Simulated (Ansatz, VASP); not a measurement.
**WSe2: VASP beside Ansatz**

```
W Se
1.0
     3.32102    0.00000    0.00000
    -1.66051    2.87609    0.00000
     0.00000    0.00000   16.65440
W Se
1 2
Direct
  0.00000 0.00000 0.00000
  0.33333 0.66667 0.10079
  0.33333 0.66667 0.89921
```

Alike in both runs: functional PBE; k mesh 12 × 12 × 2; occupations gaussian, width 0.02 eV; no spin polarisation.

Ansatz relaxed the structure, and its values are those at the end. VASP's run is a single point on that final structure, the one shown.

```csv
,VASP,Ansatz
version,VASP 6.6.1,Ansatz 0.2.0
potentials or method,"VASP PAW PBE potentials, release 64 (W_sv, Se), cutoff 520 eV","scalar-relativistic, plane waves, PAW"
valence electrons in the cell,26,46
```

|  | VASP | Ansatz | Ansatz less VASP |
| --- | --- | --- | --- |
| gap on the k mesh at the Fermi level (eV) | 1.55 | 1.55 | +0.003 |
| least direct gap on the mesh (eV) | 1.55 | 1.55 | +0.003 |
| rms of the force components (eV/Å) | 0.016 | 0.005 | -0.0119 |

VASP's potentials hold 26 valence electrons a cell and Ansatz's 46, so a difference there can come from the potentials and not from the codes.

Neither program's run includes spin-orbit coupling.
